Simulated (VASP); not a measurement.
A run of VASP 6.6.1 is set up as follows.

INCAR

```
SYSTEM = Li
PREC = Accurate
ENCUT = 520
EDIFF = 1E-6
ISMEAR = -1
SIGMA = 0.16
LREAL = Auto
LASPH = .TRUE.
NELM = 100
ALGO = Normal
ISIF = 2
LWAVE = .FALSE.
LCHARG = .TRUE.
GGA = PS
LELF = .TRUE.
LVHAR = .TRUE.
NBANDS = 38
```

The input KPOINTS:

```
regular mesh
0
G
  2 2 2
  0 0 0
```

File POSCAR:

```
Li
1.0
    7.3128730000      0.0000000000      0.0000000000
    0.0000000000      7.3128730000      0.0000000000
    0.0000000000      0.0000000000      7.3128730000
Li
16
Direct
    0.0062219049      0.0297283981     -0.0090798787
    0.5442867666      0.0121156213     -0.0868878757
   -0.1118438677      0.6319540897      0.0621916995
    0.1303181390     -0.0379604569      0.4308840041
    0.3897237105      0.2038049888      0.1270772787
    0.4914621107      0.4161155267     -0.0435533340
    0.3908450208      0.1144693748      0.5202469672
    0.8861770196      0.3139395420      0.2260124031
   -0.1001248073      0.5954157826      0.4962755404
    0.3286122978      0.7462183467      0.2201460356
    0.1320274535      0.2714391457      0.8053469546
    0.5338941344      0.4945662259      0.3309096165
    0.6425791888      0.9233306800      0.2526913841
    0.8326549634      0.2094525640      0.6800883866
    0.1210741661      0.6999574586      0.7426219490
    0.4961934933      0.6466815436      0.7065622499
```

Potentials or basis: VASP PAW PBE potentials, release 64 (Li_sv).

The run is started by

```console
$ cat potpaw_PBE.64/Li_sv/POTCAR > POTCAR
$ mpirun -np 1 vasp_std > vasp.out
```

Q: Predict the band gap on the k mesh.

A: Zero (bands 24 and 25 overlap by 0.67 eV).

Q: What does it give for the largest force?

A: 1.576 eV/Å.

Forces on the atoms (eV/Å):
```
Li  -0.015 -0.639  0.365
Li   0.140 -0.464 -0.584
Li  -0.217  0.162 -0.210
Li  -0.909 -0.101 -0.180
Li  -1.027 -0.606  1.031
Li   0.660  0.585 -0.507
Li   0.688  0.435  0.417
Li  -0.016 -0.490  0.043
Li  -0.221  0.052 -0.177
Li  -0.521 -0.004 -0.523
Li   0.861  0.713 -0.161
Li   0.248 -0.257  0.408
Li   0.528 -0.007  0.454
Li  -0.776 -0.005 -0.334
Li   0.330  0.235  0.392
Li   0.247  0.393 -0.432
```

Caveat: the k points lie up to 0.43 Å⁻¹ apart, too coarse for converged energies and pressures of a metal; the PAW data sets were made with another functional, which shifts forces and pressure a little.
